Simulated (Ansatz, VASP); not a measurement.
# One calculation of SnSe2, two programs

Contents of INCAR:

```
SYSTEM = SnSe2
ALGO = Normal
EDIFF = 1E-6
ENCUT = 500
GGA = PS
GGA_COMPAT = .FALSE.
ISIF = 2
ISMEAR = 0
LASPH = .TRUE.
LCHARG = .TRUE.
LELF = .TRUE.
LREAL = .FALSE.
LVHAR = .TRUE.
LWAVE = .FALSE.
NBANDS = 20
NELM = 120
PREC = Accurate
SIGMA = 0.1
```

Contents of KPOINTS:

```
k-points
0
G
  6 6 4
  0 0 0
```

POSCAR

```
SnSe2
1.0
    3.8418991400      0.0000000000      0.0000000000
   -1.9209495700      3.3271822500      0.0000000000
    0.0000000000      0.0000000000      6.4858801000
Sn Se
1 2
Direct
    0.0000000000      0.0000000000      0.0000000000
    0.6666666700      0.3333333300      0.7570988600
    0.3333333300      0.6666666700      0.2429011400
```

Input for Ansatz:

```yaml
crystal:
  lattice:
    - [3.84189914, 0.0, 0.0]
    - [-1.92094957, 3.32718225, 0.0]
    - [0.0, 0.0, 6.4858801]
  atoms:
    - { symbol: Sn, position: [0.0, 0.0, 0.0] }
    - { symbol: Se, position: [0.66666667, 0.33333333, 0.75709886] }
    - { symbol: Se, position: [0.33333333, 0.66666667, 0.24290114] }
basis:
  ecutwfc: 420
kpoints:
  mp_grid: { grid: [6, 6, 4] }
hamiltonian:
  xc: pbesol
  pseudopotentials: { kind: paw, azcp: { folder: soft_1 } }
scf:
  occupations: { method: gaussian, width: 0.1 }
output:
  forces: true
  stress: true
  eigenvalues: true
```

Alike in both runs: task single point; functional PBEsol; k mesh 6 × 6 × 4; occupations gaussian, width 0.1 eV; no spin polarisation.

|  | VASP | Ansatz |
| --- | --- | --- |
| version | VASP 6.6.1 | Ansatz 0.2.0 |
| potentials or method | VASP PAW PBE potentials, release 64 (Sn_d, Se), cutoff 500 eV | scalar-relativistic, plane waves, PAW |
| valence electrons in the cell | 26 | 46 |

Ansatz gave:

* gap on the k mesh at the Fermi level (eV): 0.69
* least direct gap on the mesh (eV): 1.11
* pressure (GPa): -0.8
* traceless stress, the component that is largest in VASP (GPa): 0.35
* rms of the force components (eV/Å): 0.015

Question: Which values does VASP return?

Answer: gap on the k mesh at the Fermi level (eV): 0.69; least direct gap on the mesh (eV): 1.11; pressure (GPa): -0.6; traceless stress, the component that is largest in VASP (GPa): 0.35; rms of the force components (eV/Å): 0.024.

VASP's potentials were made for PBE, not for PBEsol, and Ansatz warns of the same on its side. Atom by atom the forces differ by 0.009 eV/Å (rms over components). VASP's potentials hold 26 valence electrons a cell and Ansatz's 46, so a difference there can come from the potentials and not from the codes.
